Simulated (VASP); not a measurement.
# BN (P6_3/mmc) in VASP: further runs

The runs below take BN through single point, with PBE+D3(BJ).

All numbers are computed with VASP 6.6.1; they aren't measurements. Logs are shortened: lines on timing, memory, paths and dates and some standing lists are left out, and cuts for length are marked.

## 1. The cell of the first run

The structure is hexagonal, space group P6_3/mmc (No. 194). Conventional cell: a = 2.538 Å, b = 2.538 Å, c = 6.482 Å, α = 90.00°, β = 90.00°, γ = 120.00°. Within 2.0 Å of B (site symmetry -6m2) lie 3 N at 1.47 Å. Within 2.0 Å of N (site symmetry -6m2) lie 3 B at 1.47 Å.

## 2. Single point, PBE+D3(BJ)

Input file INCAR:

```
  ALGO = Normal
  EDIFF = 1E-6
  ENCUT = 520
  GGA = PE
  ISIF = 2
  ISMEAR = 0
  IVDW = 12
  LASPH = True
  LCHARG = False
  LREAL = False
  LWAVE = False
  NBANDS = 16
  NELM = 100
  PREC = Accurate
  SIGMA = 0.05
```

Input file KPOINTS:

```
k-points
0
Gamma
  12 12 4
```

Input file POSCAR:

```
BN
1.0
    2.5382972235      0.0000000000      0.0000000000
   -1.2691486118      2.1982298779      0.0000000000
    0.0000000000      0.0000000000      6.4823622293
B N
2 2
Direct
    0.3333333333      0.6666666667      0.2500000000
    0.6666666667      0.3333333333      0.7500000000
    0.3333333333      0.6666666667      0.7500000000
    0.6666666667      0.3333333333      0.2500000000
```

Potentials or basis: VASP PAW PBE potentials, release 64 (B, N).

Run with:

```
cat potpaw_PBE.64/B/POTCAR potpaw_PBE.64/N/POTCAR > POTCAR
mpirun -np 1 vasp_std > vasp.out
```

OUTCAR:

```text
EDIFF = 1E-6
   ENCUT = 520
   GGA = PE
   ISIF = 2
   ISMEAR = 0
   IVDW = 12
   LASPH = True
   LREAL = False
   NELM = 100
   PREC = Accurate
 IVDW          = 12

 ion  position               nearest neighbor table
   1  0.333  0.667  0.250-   4 1.47   4 1.47   4 1.47
   2  0.667  0.333  0.750-   3 1.47   3 1.47   3 1.47
   3  0.333  0.667  0.750-   2 1.47   2 1.47   2 1.47
   4  0.667  0.333  0.250-   1 1.47   1 1.47   1 1.47

  LATTYP: Found a hexagonal cell.
 ALAT       =     2.5382972235
 C/A-ratio  =     2.5538231572

  Lattice vectors:

 A1 = (   2.5382972235,   0.0000000000,   0.0000000000)
 A2 = (  -1.2691486118,   2.1982298779,   0.0000000000)
 A3 = (   0.0000000000,   0.0000000000,   6.4823622293)

Analysis of symmetry for initial positions (statically):
=====================================================================
 Subroutine PRICEL returns:
 Original cell was already a primitive cell.

 Routine SETGRP: Setting up the symmetry group for a
 hexagonal supercell.

 Subroutine GETGRP returns: Found 24 space group operations
 (whereof 12 operations were pure point group operations)
 out of a pool of 24 trial point group operations.

The static configuration has the point symmetry D_3d.
 The point group associated with its full space group is D_6h.

Analysis of symmetry for dynamics (positions and initial velocities):
=====================================================================
 Subroutine PRICEL returns:
 Original cell was already a primitive cell.

 Routine SETGRP: Setting up the symmetry group for a
 hexagonal supercell.

 Subroutine GETGRP returns: Found 24 space group operations
 (whereof 12 operations were pure point group operations)
 out of a pool of 24 trial point group operations.

The dynamic configuration has the point symmetry D_3d.
 The point group associated with its full space group is D_6h.

 Subroutine INISYM returns: Found 24 space group operations
 (whereof 12 operations are pure point group operations),
 and found     1 'primitive' translations

----------------------------------------------------------------------------------------

                                     Primitive cell

  volume of cell :      36.1700

  direct lattice vectors                    reciprocal lattice vectors
     2.538297223  0.000000000  0.000000000     0.393964895  0.227455738  0.000000000
    -1.269148612  2.198229878  0.000000000     0.000000000  0.454911477  0.000000000
     0.000000000  0.000000000  6.482362229     0.000000000  0.000000000  0.154264752

  length of vectors
     2.538297223  2.538297224  6.482362229     0.454911477  0.454911477  0.154264752

  position of ions in fractional coordinates (direct lattice)
     0.333333333  0.666666667  0.250000000
     0.666666667  0.333333333  0.750000000
     0.333333333  0.666666667  0.750000000
     0.666666667  0.333333333  0.250000000

  ion indices of the primitive-cell ions
   primitive index   ion index
                 1           1
                 2           2
                 3           3
                 4           4

----------------------------------------------------------------------------------------

 KPOINTS: k-points

Automatic generation of k-mesh.
 Grid dimensions read from file:
 generate k-points for:   12   12    4

 Generating k-lattice:

  Cartesian coordinates                     Fractional coordinates (reciprocal lattice)
     0.032830408  0.018954645  0.000000000     0.083333333  0.000000000  0.000000000
     0.000000000  0.037909290  0.000000000     0.000000000  0.083333333  0.000000000
     0.000000000  0.000000000  0.038566188     0.000000000  0.000000000  0.250000000

  Length of vectors
     0.037909290  0.037909290  0.038566188

  Shift w.r.t. Gamma in fractional coordinates (k-lattice)
     0.000000000  0.000000000  0.000000000

 Subroutine IBZKPT returns following result:
 ===========================================

 Found     57 irreducible k-points:

 Following reciprocal coordinates:
            Coordinates               Weight
  0.000000  0.000000  0.000000      1.000000
  0.083333  0.000000  0.000000      6.000000
  0.166667  0.000000  0.000000      6.000000
  0.250000 -0.000000  0.000000      6.000000
  0.333333 -0.000000  0.000000      6.000000
  0.416667 -0.000000  0.000000      6.000000
[... 16 lines left out ...]
  0.250000 -0.000000  0.250000     12.000000
  0.333333 -0.000000  0.250000     12.000000
 [... further k-points ...]
   k-points           NKPTS =     57   k-points in BZ     NKDIM =     57   number of bands    NBANDS=     16
   number of dos      NEDOS =    301   number of ions     NIONS =      4
   total plane-waves  NPLWV =  19200
   dimension x,y,z NGX =    20 NGY =   20 NGZ =   48
   dimension x,y,z NGXF=    40 NGYF=   40 NGZF=   96
   ions per type =               2   2
   NGX,Y,Z   is equivalent  to a cutoff of  13.10, 13.10, 12.31 a.u.
   NGXF,Y,Z  is equivalent  to a cutoff of  26.20, 26.20, 24.62 a.u.
 SYSTEM =  unknown system
   PREC   = accura    normal or accurate (medium, high low for compatibility)
   ISTART =      0    job   : 0-new  1-cont  2-samecut
   ICHARG =      2    charge: 1-file 2-atom 10-const
   ISPIN  =      1    spin polarized calculation?
   LNONCOLLINEAR =      F non collinear calculations
   LSORBIT =      F    spin-orbit coupling
   LASPH  =      T    aspherical Exc in radial PAW
   ENCUT  =  520.0 eV  38.22 Ry    6.18 a.u.   4.72  4.72 12.05*2*pi/ulx,y,z
   NELM   =    100;   NELMIN=  2; NELMDL= -5     # of ELM steps
   EDIFF  = 0.1E-05   stopping-criterion for ELM
   LREAL  =      F    real-space projection
   EDIFFG = 0.1E-04   stopping-criterion for IOM
   NSW    =      0    number of steps for IOM
   IBRION =     -1    ionic relax: 0-MD 1-quasi-New 2-CG
   NFREE  =      0    steps in history (QN), initial steepest desc. (CG)
   ISIF   =      2    stress and relaxation
   ISYM   =      2    0-nonsym 1-usesym 2-fastsym
   POTIM  = 0.5000    time-step for ionic-motion
   TEBEG  =    0.0;   TEEND  =   0.0 temperature during run
   PSTRESS=    0.0 pullay stress
   NELECT =      16.0000    total number of electrons
   NUPDOWN=      -1.0000    fix difference up-down
   EMIN   =  10.00;   EMAX   =-10.00  energy-range for DOS
   EFERMI =   0.00;   METHOD = LEGACY
   ISMEAR =     0;   SIGMA  =   0.05  broadening in eV -4-tet -1-fermi 0-gaus
   EFERMI_NEDOS =   21; number of points for ismear=-14 and -15
   IALGO  =     38    algorithm
   IMIX   =      4    mixing-type and parameters
     AMIX     =   0.40;   BMIX     =  1.00
     AMIX_MAG =   1.60;   BMIX_MAG =  1.00
  volume/ion in A,a.u.               =       9.04        61.02
  Fermi-wavevector in a.u.,A,eV,Ry     =   1.247379  2.357205 21.170055  1.555955
  Thomas-Fermi vector in A             =   2.381514
   LORBIT       =      0    0 simple, 1 ext, 2 COOP (PROOUT), +10 PAW based schemes
   GGA     = PE    functional components
   LHFCALC =     F    Hartree Fock is set to
   AEXX    =    0.0000 exact exchange contribution
   IVDW    =    12    specifies the selected vdW correction
   LEPSILON=     F    determine dielectric tensor
   LRPA    =     F    only Hartree local field effects (RPA)
 non-spin polarized calculation
 Gauss-broadening in eV      SIGMA  =   0.05
  energy-cutoff  :      520.00
  volume of cell :       36.17
 maximum number of plane-waves:       986
 NGX is ok and might be reduce to    20

 number of electron      16.0000001 magnetization

 Free energy of the ion-electron system (eV)
  ---------------------------------------------------
  ext. energy  EPLUGINS =         0.00000000
  ---------------------------------------------------
  free energy    TOTEN  =       -35.11426307 eV

  energy without entropy =      -35.11426307  energy(sigma->0) =      -35.11426307

 E-fermi :   2.6415     XC(G=0): -10.1440

 val. band max:        2.3274013745   @ k =   0.3333   0.2500   0.0000
 cond. band min:       6.4721970051   @ k =   0.5000  -0.0000   0.0000
 fundamental gap:      4.1447956306
 Fermi energy:         2.6415297561

 k-point     1 :       0.0000    0.0000    0.0000
  band No.  band energies     occupation
      1     -15.2937      2.00000
      2     -14.9364      2.00000
      3      -3.8319      2.00000
      4      -1.4192      2.00000
      5       0.9160      2.00000
      6       0.9160      2.00000
[... 8 lines left out ...]
     15      13.9426      0.00000
     16      14.8592      0.00000

 k-point     2 :       0.0833    0.0000    0.0000
  band No.  band energies     occupation
      1     -15.1613      2.00000
      2     -14.8094      2.00000
      3      -3.6509      2.00000
      4      -1.2596      2.00000
      5       0.3661      2.00000
      6       0.4132      2.00000
[... 8 lines left out ...]
     15      14.3673      0.00000
     16      14.4761      0.00000

 k-point     3 :       0.1667    0.0000    0.0000
  band No.  band energies     occupation
      1     -14.7713      2.00000
      2     -14.4361      2.00000
      3      -3.1144      2.00000
      4      -1.0242      2.00000
      5      -0.9665      2.00000
      6      -0.7912      2.00000
[... 8 lines left out ...]
     15      15.6256      0.00000
     16      15.7542      0.00000

 k-point     4 :       0.2500   -0.0000    0.0000
  band No.  band energies     occupation
      1     -14.1506      2.00000
      2     -13.8449      2.00000
      3      -2.7826      2.00000
      4      -2.6992      2.00000
      5      -2.2467      2.00000
      6      -0.6511      2.00000
[... 8 lines left out ...]
     15      17.7961      0.00000
     16      17.9323      0.00000
[... 324 lines left out ...]
 k-point    22 :       0.1667    0.0000    0.2500
  band No.  band energies     occupation
      1     -14.7252      2.00000
      2     -14.4883      2.00000
      3      -2.8374      2.00000
      4      -1.2695      2.00000
      5      -1.0067      2.00000
      6      -0.9167      2.00000
[... 8 lines left out ...]
     15      15.6310      0.00000
     16      15.7321      0.00000

 k-point    23 :       0.2500   -0.0000    0.2500
  band No.  band energies     occupation
      1     -14.1082      2.00000
      2     -13.8922      2.00000
      3      -2.7895      2.00000
      4      -2.7202      2.00000
      5      -1.9546      2.00000
      6      -0.6401      2.00000
[... 8 lines left out ...]
     15      17.8143      0.00000
     16      17.9102      0.00000

 k-point    24 :       0.3333   -0.0000    0.2500
  band No.  band energies     occupation
      1     -13.3292      2.00000
      2     -13.1472      2.00000
      3      -4.5142      2.00000
      4      -4.4381      2.00000
      5      -1.2462      2.00000
      6      -1.1883      2.00000
[... 8 lines left out ...]
     15      18.8143      0.00000
     16      20.2355      0.00000

 [... further k-points ...]

------------------------ aborting loop because EDIFF is reached ----------------------------------------

 Edisp (eV)   -0.56567

 E8    (eV) :    -0.1661

  FORCE on cell =-STRESS in cart. coord.  units (eV):
  Direction    XX          YY          ZZ          XY          YZ          ZX
  --------------------------------------------------------------------------------------
  -------------------------------------------------------------------------------------
  Total      -2.93586    -2.93586     0.12591     0.00000     0.00000     0.00000
  in kB    -130.04624  -130.04624     5.57728     0.00000     0.00000     0.00000
  external pressure =      -84.84 kB  Pullay stress =        0.00 kB

 VOLUME and BASIS-vectors are now :
 -----------------------------------------------------------------------------
  energy-cutoff  :      520.00
  volume of cell :       36.17
      direct lattice vectors                 reciprocal lattice vectors
     2.538297223  0.000000000  0.000000000     0.393964895  0.227455738  0.000000000
    -1.269148612  2.198229878  0.000000000     0.000000000  0.454911477  0.000000000
     0.000000000  0.000000000  6.482362229     0.000000000  0.000000000  0.154264752

 POSITION                                       TOTAL-FORCE (eV/Angst)
 -----------------------------------------------------------------------------------
     -0.00000      1.46549      1.62059         0.000000     -0.000000      0.000000
      1.26915      0.73274      4.86177        -0.000000      0.000000      0.000000
     -0.00000      1.46549      4.86177         0.000000      0.000000      0.000000
      1.26915      0.73274      1.62059        -0.000000     -0.000000      0.000000
 -----------------------------------------------------------------------------------
    total drift:                               -0.000000      0.000000     -0.000000

  FREE ENERGIE OF THE ION-ELECTRON SYSTEM (eV)
  ---------------------------------------------------
  free  energy   TOTEN  =       -35.6799379396 eV

  energy  without entropy=      -35.6799379396  energy(sigma->0) =      -35.67993794
```

Run time: 29 s. Hardware: 1 thread of Intel Xeon Platinum 8375C at 2.90GHz (Ice Lake), shared host; peak memory 0.17 GiB.

What came out:

| Item | Value |
| --- | --- |
| Free energy | -35.6799 eV |
| Pressure | -8.5 GPa |
| Band gap on the k mesh | 4.14 eV, indirect (least direct gap 4.51 eV) |
| Dispersion energy per atom | -0.141 eV |

## 3. Single point, PBE+D3(BJ)

This run uses another cell than the first one, of the same volume but with other edges.

Input file INCAR:

```
SYSTEM = BN
PREC     = Accurate       ! precision mode
ENCUT    = 520            ! plane-wave cutoff, eV
EDIFF    = 1E-6           ! SCF threshold, eV
ISMEAR   = 0              ! smearing method
SIGMA    = 0.05           ! smearing width, eV
LREAL    = .FALSE.        ! projectors in reciprocal space
LASPH    = .TRUE.         ! aspherical terms in the spheres
NELM     = 100            ! most SCF steps
ALGO     = Normal         ! electronic algorithm
ISIF     = 2              ! what is computed and relaxed
LWAVE    = .FALSE.        ! write WAVECAR
LCHARG   = .FALSE.        ! write CHGCAR
GGA      = PE             ! functional
IVDW     = 12             ! dispersion correction
NBANDS   = 16             ! bands
```

Input file KPOINTS:

```
regular mesh
0
G
  12 12 4
  0 0 0
```

Input file POSCAR:

```
BN
1.0
    2.4635976777      0.0000000000      0.0000000000
   -1.2317988389      2.1335381736      0.0000000000
    0.0000000000      0.0000000000      6.8814296245
B N
2 2
Direct
    0.3333333333      0.6666666667      0.2500000000
    0.6666666667      0.3333333333      0.7500000000
    0.3333333333      0.6666666667      0.7500000000
    0.6666666667      0.3333333333      0.2500000000
```

Potentials or basis: VASP PAW PBE potentials, release 64 (B, N).

Run with:

```
cat potpaw_PBE.64/B/POTCAR potpaw_PBE.64/N/POTCAR > POTCAR
mpirun -np 1 vasp_std > vasp.out
```

Run time: 33 s. Hardware: 1 thread of Intel Xeon Platinum 8375C at 2.90GHz (Ice Lake), shared host; peak memory 0.17 GiB.

It converged, with:

```
Free energy                : -35.6361 eV
Pressure                   : 12.7 GPa
Band gap on the k mesh     : 4.41 eV, indirect (least direct gap 4.78 eV)
Dispersion energy per atom : -0.140 eV
```

Stress tensor (GPa, compression positive):
```
19.59  0.00  0.00
 0.00 19.59  0.00
 0.00  0.00 -1.18
```

Levels at points of the mesh, in eV from the valence-band top:
| k point | band 5 | band 6 | band 7 | band 8 | band 9 | band 10 | band 11 | band 12 |
| --- | --- | --- | --- | --- | --- | --- | --- | --- |
| (0.00, 0.00, 0.00) | -1.27 | -1.27 | -1.25 | -1.25 | 5.04 | 10.01 | 11.98 | 11.98 |
| (0.50, 0.00, 0.00) | -4.21 | -4.17 | -1.38 | -0.56 | 4.41 | 5.60 | 9.95 | 10.51 |
| (0.00, 0.00, 0.50) | -1.26 | -1.26 | -1.26 | -1.26 | 7.25 | 7.25 | 12.02 | 12.02 |
| (0.50, 0.00, 0.50) | -4.19 | -4.19 | -0.96 | -0.96 | 4.84 | 4.84 | 10.40 | 10.40 |

## 4. Single point, PBE+D3(BJ)

This run uses another cell than the first one, of the same volume but with other edges.

Input file INCAR:

```
SYSTEM = BN
PREC = Accurate
ENCUT = 520
EDIFF = 1E-7
ISMEAR = 0
SIGMA = 0.05
LREAL = .False.
LASPH = .True.
NELM = 80
ALGO = Normal
ISIF = 2
LWAVE = .False.
LCHARG = .True.
GGA = PE
IVDW = 12
LELF = .True.
LVHAR = .True.
NBANDS = 16
```

Input file KPOINTS:

```
regular mesh
0
Gamma
  12 12 4
  0 0 0
```

Input file POSCAR:

```
BN
1.0
    2.6973432957      0.0000000000      0.0000000000
   -1.3486716479      2.3359678167      0.0000000000
    0.0000000000      0.0000000000      5.7404481429
B N
2 2
Direct
    0.3333333333      0.6666666667      0.2500000000
    0.6666666667      0.3333333333      0.7500000000
    0.3333333333      0.6666666667      0.7500000000
    0.6666666667      0.3333333333      0.2500000000
```

Run with:

```
cat potpaw_PBE.64/B/POTCAR potpaw_PBE.64/N/POTCAR > POTCAR
mpirun -np 1 vasp_std > vasp.out
```

Wall time 34 s (1 thread of Intel Xeon Platinum 8375C at 2.90GHz (Ice Lake), shared host); peak memory 0.17 GiB.

Results (log left out):

```
Free energy                : -34.4881 eV
Pressure                   : -41.1 GPa
Band gap on the k mesh     : 3.60 eV, indirect (least direct gap 3.92 eV)
Dispersion energy per atom : -0.144 eV
```

Stress tensor (GPa, compression positive):
```
-64.40   0.00   0.00
  0.00 -64.40   0.00
  0.00   0.00   5.61
```

Levels at points of the mesh, in eV from the valence-band top:
```tsv
k point	band 6	band 7	band 8	band 9	band 10	band 11
(0.00, 0.00, 0.00)	-1.83	-1.63	-1.63	5.52	8.47	9.38
(0.50, 0.00, 0.00)	-3.85	-2.19	-0.21	3.73	5.79	7.19
(0.00, 0.00, 0.50)	-1.73	-1.73	-1.73	7.65	7.65	9.58
(0.50, 0.00, 0.50)	-4.00	-0.97	-0.97	4.05	4.05	7.54
```

 A k mesh can miss the band edges.

(Part 1 of 2 ends here.)
